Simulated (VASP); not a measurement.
# TaSi6 (Fm-3m) in VASP: further runs

Runs on TaSi6. Level: PBE. Tasks: single point, relaxation of cell and atoms.

All numbers are computed with VASP 6.6.1; they aren't measurements. Logs are shortened: lines on timing, memory, paths and dates and some standing lists are left out, and cuts for length are marked.

### Step 1. The cell of the first run

Symmetry: Fm-3m, No. 225, cubic system. The conventional cell has a = 8.541 Å, b = 8.541 Å, c = 8.541 Å, α = 90.00°, β = 90.00°, γ = 90.00°. Within 3.3 Å of Ta (site symmetry m-3m) lie 6 Si at 2.52 Å. Within 3.3 Å of Si (site symmetry 4mm) lie 4 Si at 2.48 Å and 1 Ta at 2.52 Å.

The cell was built from a structure type or drawn by symmetry, and may not be a known phase.

### Step 2. Single point, PBE

The input, INCAR:

```
PREC = Accurate
ENCUT = 520
EDIFF = 1E-6
ISMEAR = 0
SIGMA = 0.1
LREAL = False
LASPH = True
NELM = 100
ALGO = Normal
ISIF = 2
LWAVE = False
LCHARG = False
GGA = PE
NBANDS = 26
```

The input, KPOINTS:

```
Automatic mesh
0
Gamma
  8 8 8
```

The input, POSCAR:

```
TaSi6
1.0
    0.0000000000      4.2706641989      4.2706641989
    4.2706641989      0.0000000000      4.2706641989
    4.2706641989      4.2706641989      0.0000000000
Ta Si
1 6
Direct
    0.5000000000      0.5000000000      0.5000000000
    0.2051723741      0.7948276259      0.7948276259
    0.7948276259      0.2051723741      0.2051723741
    0.7948276259      0.2051723741      0.7948276259
    0.2051723741      0.7948276259      0.2051723741
    0.7948276259      0.7948276259      0.2051723741
    0.2051723741      0.2051723741      0.7948276259
```

Potentials or basis: VASP PAW PBE potentials, release 64 (Ta_pv, Si).

Run with:

```sh
> cat potpaw_PBE.64/Ta_pv/POTCAR potpaw_PBE.64/Si/POTCAR > POTCAR
> mpirun -np 1 vasp_std > vasp.out
```

OUTCAR:

```text
PREC = Accurate
   ENCUT = 520
   EDIFF = 1E-6
   ISMEAR = 0
   LREAL = False
   LASPH = True
   NELM = 100
   ISIF = 2
   GGA = PE

 ion  position               nearest neighbor table
   1  0.500  0.500  0.500-   2 2.52   3 2.52   4 2.52   5 2.52   6 2.52   7 2.52
   2  0.205  0.795  0.795-   4 2.48   5 2.48   6 2.48   7 2.48   1 2.52
   3  0.795  0.205  0.205-   4 2.48   5 2.48   6 2.48   7 2.48   1 2.52
   4  0.795  0.205  0.795-   2 2.48   3 2.48   6 2.48   7 2.48   1 2.52
   5  0.205  0.795  0.205-   2 2.48   3 2.48   6 2.48   7 2.48   1 2.52
   6  0.795  0.795  0.205-   2 2.48   3 2.48   4 2.48   5 2.48   1 2.52
   7  0.205  0.205  0.795-   2 2.48   3 2.48   4 2.48   5 2.48   1 2.52

  LATTYP: Found a face centered cubic cell.
 ALAT       =     8.5413283978

  Lattice vectors:

 A1 = (   0.0000000000,   4.2706641989,   4.2706641989)
 A2 = (   4.2706641989,   0.0000000000,   4.2706641989)
 A3 = (   4.2706641989,   4.2706641989,   0.0000000000)

Analysis of symmetry for initial positions (statically):
=====================================================================
 Subroutine PRICEL returns:
 Original cell was already a primitive cell.

 Routine SETGRP: Setting up the symmetry group for a
 face centered cubic supercell.

 Subroutine GETGRP returns: Found 48 space group operations
 (whereof 48 operations were pure point group operations)
 out of a pool of 48 trial point group operations.

The static configuration has the point symmetry O_h .

Analysis of symmetry for dynamics (positions and initial velocities):
=====================================================================
 Subroutine PRICEL returns:
 Original cell was already a primitive cell.

 Routine SETGRP: Setting up the symmetry group for a
 face centered cubic supercell.

 Subroutine GETGRP returns: Found 48 space group operations
 (whereof 48 operations were pure point group operations)
 out of a pool of 48 trial point group operations.

The dynamic configuration has the point symmetry O_h .

 Subroutine INISYM returns: Found 48 space group operations
 (whereof 48 operations are pure point group operations),
 and found     1 'primitive' translations

----------------------------------------------------------------------------------------

                                     Primitive cell

  volume of cell :     155.7816

  direct lattice vectors                    reciprocal lattice vectors
     0.000000000  4.270664199  4.270664199    -0.117077807  0.117077807  0.117077807
     4.270664199  0.000000000  4.270664199     0.117077807 -0.117077807  0.117077807
     4.270664199  4.270664199  0.000000000     0.117077807  0.117077807 -0.117077807

  length of vectors
     6.039631230  6.039631230  6.039631230     0.202784711  0.202784711  0.202784711

  position of ions in fractional coordinates (direct lattice)
     0.500000000  0.500000000  0.500000000
     0.205172374  0.794827626  0.794827626
     0.794827626  0.205172374  0.205172374
     0.794827626  0.205172374  0.794827626
     0.205172374  0.794827626  0.205172374
     0.794827626  0.794827626  0.205172374
     0.205172374  0.205172374  0.794827626

  ion indices of the primitive-cell ions
   primitive index   ion index
                 1           1
                 2           2
                 3           3
                 4           4
                 5           5
                 6           6
                 7           7

----------------------------------------------------------------------------------------

 KPOINTS: Automatic mesh

Automatic generation of k-mesh.
 Grid dimensions read from file:
 generate k-points for:    8    8    8

 Generating k-lattice:

  Cartesian coordinates                     Fractional coordinates (reciprocal lattice)
    -0.014634726  0.014634726  0.014634726     0.125000000  0.000000000  0.000000000
     0.014634726 -0.014634726  0.014634726     0.000000000  0.125000000  0.000000000
     0.014634726  0.014634726 -0.014634726     0.000000000  0.000000000  0.125000000

  Length of vectors
     0.025348089  0.025348089  0.025348089

  Shift w.r.t. Gamma in fractional coordinates (k-lattice)
     0.000000000  0.000000000  0.000000000

 Subroutine IBZKPT returns following result:
 ===========================================

 Found     29 irreducible k-points:

 Following reciprocal coordinates:
            Coordinates               Weight
  0.000000  0.000000  0.000000      1.000000
  0.125000  0.000000  0.000000      8.000000
  0.250000  0.000000  0.000000      8.000000
  0.375000  0.000000  0.000000      8.000000
  0.500000  0.000000  0.000000      4.000000
  0.125000  0.125000  0.000000      6.000000
[... 16 lines left out ...]
  0.500000  0.250000  0.125000     48.000000
 -0.375000  0.250000  0.125000     24.000000
 [... further k-points ...]
   k-points           NKPTS =     29   k-points in BZ     NKDIM =     29   number of bands    NBANDS=     26
   number of dos      NEDOS =    301   number of ions     NIONS =      7
   total plane-waves  NPLWV = 110592
   dimension x,y,z NGX =    48 NGY =   48 NGZ =   48
   dimension x,y,z NGXF=    96 NGYF=   96 NGZF=   96
   ions per type =               1   6
   NGX,Y,Z   is equivalent  to a cutoff of  13.21, 13.21, 13.21 a.u.
   NGXF,Y,Z  is equivalent  to a cutoff of  26.42, 26.42, 26.42 a.u.
 SYSTEM =  unknown system
   PREC   = accura    normal or accurate (medium, high low for compatibility)
   ISTART =      0    job   : 0-new  1-cont  2-samecut
   ICHARG =      2    charge: 1-file 2-atom 10-const
   ISPIN  =      1    spin polarized calculation?
   LNONCOLLINEAR =      F non collinear calculations
   LSORBIT =      F    spin-orbit coupling
   LASPH  =      T    aspherical Exc in radial PAW
   ENCUT  =  520.0 eV  38.22 Ry    6.18 a.u.  11.23 11.23 11.23*2*pi/ulx,y,z
   NELM   =    100;   NELMIN=  2; NELMDL= -5     # of ELM steps
   EDIFF  = 0.1E-05   stopping-criterion for ELM
   LREAL  =      F    real-space projection
[... 7 lines left out ...]
   TEBEG  =    0.0;   TEEND  =   0.0 temperature during run
   PSTRESS=    0.0 pullay stress
   NELECT =      35.0000    total number of electrons
   NUPDOWN=      -1.0000    fix difference up-down
   EMIN   =  10.00;   EMAX   =-10.00  energy-range for DOS
   EFERMI =   0.00;   METHOD = LEGACY
   ISMEAR =     0;   SIGMA  =   0.10  broadening in eV -4-tet -1-fermi 0-gaus
   EFERMI_NEDOS =   21; number of points for ismear=-14 and -15
   IALGO  =     38    algorithm
   IMIX   =      4    mixing-type and parameters
     AMIX     =   0.40;   BMIX     =  1.00
     AMIX_MAG =   1.60;   BMIX_MAG =  1.00
  volume/ion in A,a.u.               =      22.25       150.18
  Fermi-wavevector in a.u.,A,eV,Ry     =   0.995235  1.880721 13.476458  0.990492
  Thomas-Fermi vector in A             =   2.127241
   LORBIT       =      0    0 simple, 1 ext, 2 COOP (PROOUT), +10 PAW based schemes
   GGA     = PE    functional components
   LHFCALC =     F    Hartree Fock is set to
   AEXX    =    0.0000 exact exchange contribution
   IVDW    =     0    specifies the selected vdW correction
   LEPSILON=     F    determine dielectric tensor
   LRPA    =     F    only Hartree local field effects (RPA)
 non-spin polarized calculation
 Gauss-broadening in eV      SIGMA  =   0.10
  energy-cutoff  :      520.00
  volume of cell :      155.78
 maximum number of plane-waves:      4279
 NGX is ok and might be reduce to    48
   NGX = 23   NGY = 23   NGZ = 23

 number of electron      35.0000000 magnetization

 Free energy of the ion-electron system (eV)
  ---------------------------------------------------
  ext. energy  EPLUGINS =         0.00000000
  ---------------------------------------------------
  free energy    TOTEN  =       -41.85709869 eV

  energy without entropy =      -41.84454405  energy(sigma->0) =      -41.85082137

 E-fermi :   4.3189     XC(G=0):  -9.2251

 val. band max:        4.3131051640   @ k =  -0.2500   0.3750   0.1250
 cond. band min:       4.3725955129   @ k =  -0.3750   0.5000   0.1250
 fundamental gap:      0.0594903489
 Fermi energy:         4.3188623021

 k-point     1 :       0.0000    0.0000    0.0000
  band No.  band energies     occupation
      1     -29.4034      2.00000
      2     -29.4034      2.00000
      3     -29.4034      2.00000
      4      -7.8380      2.00000
      5      -2.8943      2.00000
      6      -2.8943      2.00000
[... 18 lines left out ...]
     25       7.6566      0.00000
     26       7.6566      0.00000

 k-point     2 :       0.1250    0.0000    0.0000
  band No.  band energies     occupation
      1     -29.4034      2.00000
      2     -29.4034      2.00000
      3     -29.4034      2.00000
      4      -7.7986      2.00000
      5      -3.2322      2.00000
      6      -2.9412      2.00000
[... 18 lines left out ...]
     25       7.8013      0.00000
     26       7.8013      0.00000

 k-point     3 :       0.2500    0.0000    0.0000
  band No.  band energies     occupation
      1     -29.4034      2.00000
      2     -29.4034      2.00000
      3     -29.4034      2.00000
      4      -7.6962      2.00000
      5      -3.7912      2.00000
      6      -3.0439      2.00000
[... 18 lines left out ...]
     25       8.0388      0.00000
     26       8.0637      0.00000

 k-point     4 :       0.3750    0.0000    0.0000
  band No.  band energies     occupation
      1     -29.4035      2.00000
      2     -29.4034      2.00000
      3     -29.4034      2.00000
      4      -7.5804      2.00000
      5      -4.2257      2.00000
      6      -3.1350      2.00000
[... 18 lines left out ...]
     25       8.5285      0.00000
     26       9.1591      0.00000

 k-point     5 :       0.5000    0.0000    0.0000
  band No.  band energies     occupation
      1     -29.4035      2.00000
      2     -29.4034      2.00000
      3     -29.4034      2.00000
      4      -7.5275      2.00000
      5      -4.3899      2.00000
      6      -3.1701      2.00000
[... 18 lines left out ...]
     25       8.6536      0.00000
     26       9.9782      0.00000

 k-point     6 :       0.1250    0.1250    0.0000
  band No.  band energies     occupation
      1     -29.4034      2.00000
      2     -29.4034      2.00000
      3     -29.4034      2.00000
      4      -7.7866      2.00000
      5      -3.2723      2.00000
      6      -2.9642      2.00000
[... 427 lines left out ...]
 k-point    21 :       0.5000    0.5000    0.0000
  band No.  band energies     occupation
      1     -29.4035      2.00000
      2     -29.4034      2.00000
      3     -29.4034      2.00000
      4      -7.5027      2.00000
      5      -3.7449      2.00000
      6      -3.2919      2.00000
[... 18 lines left out ...]
     25       6.7193      0.00000
     26       7.1699      0.00000

 k-point    22 :       0.3750    0.2500    0.1250
  band No.  band energies     occupation
      1     -29.4035      2.00000
      2     -29.4034      2.00000
      3     -29.4034      2.00000
      4      -7.6286      2.00000
      5      -3.8826      2.00000
      6      -3.1899      2.00000
[... 18 lines left out ...]
     25       8.3847      0.00000
     26       8.4068      0.00000

 k-point    23 :       0.5000    0.2500    0.1250
  band No.  band energies     occupation
      1     -29.4035      2.00000
      2     -29.4034      2.00000
      3     -29.4034      2.00000
      4      -7.5421      2.00000
      5      -4.0979      2.00000
      6      -3.3190      2.00000
[... 18 lines left out ...]
     25       8.7946      0.00000
     26       9.0604      0.00000

 k-point    24 :      -0.3750    0.2500    0.1250
  band No.  band energies     occupation
      1     -29.4035      2.00000
      2     -29.4034      2.00000
      3     -29.4034      2.00000
      4      -7.5038      2.00000
      5      -4.1877      2.00000
      6      -3.3687      2.00000
[... 18 lines left out ...]
     25       8.7465      0.00000
     26       8.9372      0.00000

 [... further k-points ...]

------------------------ aborting loop because EDIFF is reached ----------------------------------------

  FORCE on cell =-STRESS in cart. coord.  units (eV):
  Direction    XX          YY          ZZ          XY          YZ          ZX
  --------------------------------------------------------------------------------------
  -------------------------------------------------------------------------------------
  Total       -0.0288224     -0.0288224     -0.0288224     -0.0000000      0.0000000     -0.0000000
  in kB       -0.2964318     -0.2964318     -0.2964318     -0.0000000      0.0000000     -0.0000000
  external PRESSURE =      -0.2964318 kB  Pullay stress =       0.0000000 kB

 VOLUME and BASIS-vectors are now :
 -----------------------------------------------------------------------------
  energy-cutoff  :      520.00
  volume of cell :      155.78
      direct lattice vectors                 reciprocal lattice vectors
     0.000000000  4.270664199  4.270664199    -0.117077807  0.117077807  0.117077807
     4.270664199  0.000000000  4.270664199     0.117077807 -0.117077807  0.117077807
     4.270664199  4.270664199  0.000000000     0.117077807  0.117077807 -0.117077807

 POSITION                                       TOTAL-FORCE (eV/Angst)
 -----------------------------------------------------------------------------------
      4.27066      4.27066      4.27066        -0.000000     -0.000000     -0.000000
      6.78888      4.27066      4.27066         0.022830     -0.000000      0.000000
      1.75244      4.27066      4.27066        -0.022830     -0.000000      0.000000
      4.27066      6.78888      4.27066         0.000000      0.022830      0.000000
      4.27066      1.75244      4.27066         0.000000     -0.022830      0.000000
      4.27066      4.27066      6.78888         0.000000     -0.000000      0.022830
      4.27066      4.27066      1.75244         0.000000     -0.000000     -0.022830
 -----------------------------------------------------------------------------------
    total drift:                               -0.000000     -0.000000     -0.000000

  FREE ENERGIE OF THE ION-ELECTRON SYSTEM (eV)
  ---------------------------------------------------
  free  energy   TOTEN  =       -41.8570986943 eV

  energy  without entropy=      -41.8445440474  energy(sigma->0) =      -41.85082137
```

Run time: 1.8 min. Hardware: 1 thread of Intel Xeon Platinum 8259CL at 2.50GHz (Skylake/Cascade Lake), shared host; peak memory 0.37 GiB.

Results:

```
Free energy            : -41.8571 eV
Pressure               : 0.0 GPa
Largest force          : 0.023 eV/Å
Band gap on the k mesh : zero (an odd number of electrons rules out a gap without spin polarisation)
```

Forces on the atoms (eV/Å):
```
Ta   0.000  0.000  0.000
Si   0.023  0.000  0.000
Si  -0.023  0.000  0.000
Si   0.000  0.023  0.000
Si   0.000 -0.023  0.000
Si   0.000  0.000  0.023
Si   0.000  0.000 -0.023
```

Caveat: spin-orbit coupling is left out, which moves the levels of the heavy elements.

### Step 3. Relaxation of cell and atoms, PBE

This run uses another cell than the first one, of 22.15 Å³/atom.

The input, INCAR:

```
SYSTEM = TaSi6
PREC = Accurate ; ENCUT = 600
EDIFF = 1E-6 ; ISMEAR = 0
SIGMA = 0.1 ; LREAL = .FALSE.
LASPH = .TRUE. ; NELM = 60
ALGO = Normal ; ISIF = 3
LWAVE = .FALSE. ; LCHARG = .FALSE.
GGA = PE ; IBRION = 2
NSW = 100 ; EDIFFG = -0.01
```

The input, KPOINTS:

```
Automatic mesh
0
G
  8 8 8
  0 0 0
```

The input, POSCAR:

```
TaSi6
1.0
    0.0000000000      4.2641829151      4.2641829151
    4.2641829151      0.0000000000      4.2641829151
    4.2641829151      4.2641829151      0.0000000000
Ta Si
1 6
Direct
    0.5000000000      0.5000000000      0.5000000000
    0.2053108183      0.7946891817      0.7946891817
    0.7946891817      0.2053108183      0.2053108183
    0.7946891817      0.2053108183      0.7946891817
    0.2053108183      0.7946891817      0.2053108183
    0.7946891817      0.7946891817      0.2053108183
    0.2053108183      0.2053108183      0.7946891817
```

Potentials or basis: VASP PAW PBE potentials, release 64 (Ta_pv, Si).

Run with:

```sh
> cat potpaw_PBE.64/Ta_pv/POTCAR potpaw_PBE.64/Si/POTCAR > POTCAR
> mpirun -np 1 vasp_std > vasp.out
```

It took 3.7 min on 1 thread of Intel Xeon Platinum 8259CL at 2.50GHz (Skylake/Cascade Lake), shared host; peak memory 0.4 GiB.

It converged, with:

```yaml
Free_energy: -41.8579 eV
Relaxed_volume: 22.25 Å³/atom
Relaxed_cell: a = 6.039 Å, b = 6.039 Å, c = 6.039 Å, α = 60.00°, β = 60.00°, γ = 60.00°
Space_group_after_relaxing_to_0.1_Å: Fm-3m (No. 225)
Energy_gained_by_relaxing: 0.1 meV/atom
Ionic_steps: 4
Pressure_after_relaxing: 0.0 GPa
Largest_force_after_relaxing: 0.006 eV/Å
Band_gap_on_the_k_mesh: zero (an odd number of electrons rules out a gap without spin polarisation)
```

Forces on the atoms (eV/Å):
```
Ta   0.000  0.000  0.000
Si  -0.006  0.000  0.000
Si   0.006  0.000  0.000
Si   0.000 -0.006  0.000
Si   0.000  0.006  0.000
Si   0.000  0.000 -0.006
Si   0.000  0.000  0.006
```

The path:
```csv
step,energy change (eV),largest force (eV/Å),pressure (GPa),volume (Å³)
1,0.0000,0.0341,0.33,155.07
2,-0.0007,0.0198,-0.19,156.11
3,-0.0009,0.0235,-0.04,155.79
4,-0.0009,0.0056,0.00,155.76
```

Final structure:
```cif
data_structure
_symmetry_space_group_name_H-M 'P 1'
_symmetry_Int_Tables_number 1
_cell_length_a 6.0393
_cell_length_b 6.0393
_cell_length_c 6.0393
_cell_angle_alpha 60.000
_cell_angle_beta 60.000
_cell_angle_gamma 60.000
_cell_volume 155.76
loop_
_atom_site_label
_atom_site_type_symbol
_atom_site_fract_x
_atom_site_fract_y
_atom_site_fract_z
_atom_site_occupancy
Ta1 Ta 0.50000 0.50000 0.50000 1
Si1 Si 0.20504 0.79496 0.79496 1
Si2 Si 0.79496 0.20504 0.20504 1
Si3 Si 0.79496 0.20504 0.79496 1
Si4 Si 0.20504 0.79496 0.20504 1
Si5 Si 0.79496 0.79496 0.20504 1
Si6 Si 0.20504 0.20504 0.79496 1
```

Levels at points of the mesh, in eV from the Fermi level:
```tsv
k point	band 14	band 15	band 16	band 17	band 18	band 19	band 20	band 21
(0.00, 0.00, 0.00)	-1.69	-1.69	-1.69	1.53	1.53	1.53	2.11	2.11
(0.50, 0.00, 0.00)	-1.93	-1.93	-1.37	-0.97	-0.97	-0.47	3.67	3.67
(0.50, 0.50, 0.00)	-1.18	-1.18	-0.39	-0.27	-0.27	1.27	1.69	2.07
```

Caveat: spin-orbit coupling is left out, which moves the levels of the heavy elements.
